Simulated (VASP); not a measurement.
Runs of VASP 6.6.1 on Ti. It takes space group Im-3m (No. 229, cubic). Conventional cell: a = 3.282 Å, b = 3.282 Å, c = 3.282 Å, α = 90.00°, β = 90.00°, γ = 90.00°. Ti (site symmetry m-3m) has 14 Ti at 2.84 to 3.28 Å within 3.7 Å. 

```tsv
k mesh	gap on the mesh (eV)	pressure (GPa)
3 × 3 × 3	none	-7.1
10 × 10 × 10	none	(a)
7 × 7 × 7	none	-6.0
5 × 5 × 5	none	-7.7
```

Alike in all rows: task single point; level PBEsol; potentials or basis VASP PAW PBE potentials, release 64 (Ti_sv); no spin polarisation; cell as given; cutoff (eV) 520; smearing fermi-dirac 0.1 eV.

Q: Estimate the missing entries.

A: (a) -6.4.

Caveats: some runs use coarse meshes; the PAW data sets were made with another functional, which shifts forces and pressure a little.

A gap of «none» marks levels without a gap at the run's occupations.
